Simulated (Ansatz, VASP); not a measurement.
## Be4Se3: VASP beside Ansatz

File INCAR:

```
PREC = Accurate ; ENCUT = 600
EDIFF = 1E-7 ; ISMEAR = 0
SIGMA = 0.1 ; LREAL = False
LASPH = True ; NELM = 100
ALGO = Normal ; ISIF = 3
LWAVE = False ; LCHARG = False
GGA = PE ; IBRION = 2
NSW = 100 ; EDIFFG = -0.01
```

KPOINTS

```
Automatic mesh
0
Gamma
  8 8 8
```

File POSCAR:

```
Be4Se3
1.0
    0.0000000000      3.8818586422      3.8818586422
    3.8818586422      0.0000000000      3.8818586422
    3.8818586422      3.8818586422      0.0000000000
Be Se
4 3
Direct
    0.9034648216      0.2896055352      0.9034648216
    0.9034648216      0.9034648216      0.9034648216
    0.2896055352      0.9034648216      0.9034648216
    0.9034648216      0.9034648216      0.2896055352
    0.7500000000      0.7500000000      0.7500000000
    0.2500000000      0.2500000000      0.2500000000
    0.5000000000      0.5000000000      0.5000000000
```

Input for Ansatz:

```yaml
crystal:
  lattice:
    - [0.0, 3.8818586422, 3.8818586422]
    - [3.8818586422, 0.0, 3.8818586422]
    - [3.8818586422, 3.8818586422, 0.0]
  atoms:
    - { symbol: Be, position: [0.9034648216, 0.2896055352, 0.9034648216] }
    - { symbol: Be, position: [0.9034648216, 0.9034648216, 0.9034648216] }
    - { symbol: Be, position: [0.2896055352, 0.9034648216, 0.9034648216] }
    - { symbol: Be, position: [0.9034648216, 0.9034648216, 0.2896055352] }
    - { symbol: Se, position: [0.75, 0.75, 0.75] }
    - { symbol: Se, position: [0.25, 0.25, 0.25] }
    - { symbol: Se, position: [0.5, 0.5, 0.5] }
basis:
  ecutwfc: 420
kpoints:
  mp_grid: { grid: [8, 8, 8] }
hamiltonian:
  xc: pbe
scf:
  occupations: { method: gaussian, width: 0.1 }
output:
  forces: true
  stress: true
  eigenvalues: true
  write_density: true
  write_potential: true
  elf: true
  volumetric_format: npy
relax:
  adjacent_minimum: "off"
  f_tol: 0.01
  max_steps: 80
  cell: { stress_tol: 0.05 }
```

Alike in both runs: task relaxation of cell and atoms; functional PBE; k mesh 8 × 8 × 8; occupations gaussian, width 0.1 eV; no spin polarisation.

```csv
,VASP,Ansatz
version,VASP 6.6.1,Ansatz 0.2.0
potentials or method,"VASP PAW PBE potentials, release 64 (Be, Se), cutoff 600 eV","scalar-relativistic, plane waves, PAW"
valence electrons in the cell,26,56
```

|  | VASP | Ansatz | Ansatz less VASP |
| --- | --- | --- | --- |
| gap on the k mesh at the Fermi level, each at its own relaxed structure (eV) | none | none | - |
| relaxed volume (Å³/atom) | 16.75 | 16.73 | -0.024 |
| relaxed cell length with the largest relative difference (Å) | 5.494 | 5.491 | -0.0027 |

A gap of «none» marks a metal or a gap that the smearing closes. VASP's potentials hold 26 valence electrons a cell and Ansatz's 56, so a difference there can come from the potentials and not from the codes.
